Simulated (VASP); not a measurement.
Runs of VASP 6.6.1 on ScGa3Te. The structure is that of space group Pm-3m (No. 221), or close to it. The cells are those of the table. 

| task | spin | cell | cutoff (eV) | gap on the mesh (eV) | pressure (GPa) |
| --- | --- | --- | --- | --- | --- |
| single point | off | a = 5.309 Å, 5 atoms | 520 | none | 0.3 |
| single point | off | a = 4.721 Å, 5 atoms | 520 | none | 20.4 |
| single point | collinear, ferromagnetic start | a = 5.309 Å, 5 atoms | 520 | none | (a) |
| relaxation of cell and atoms | off | relaxed from a = 4.721 Å, 5 atoms | 600 | none | -0.1 |

Alike in all rows: level PBE; potentials or basis VASP PAW PBE potentials, release 64 (Sc_sv, Ga_d, Te); k mesh 4 × 4 × 4; smearing gaussian 0.1 eV.

Estimate the missing entries.

(a) 0.6.

Caveats: spin-orbit coupling is left out, which moves the levels of the heavy elements.

A k mesh can miss the band edges, and the runs leave out spin-orbit coupling on Ga, Te.

A gap of «none» marks levels without a gap at the run's occupations.
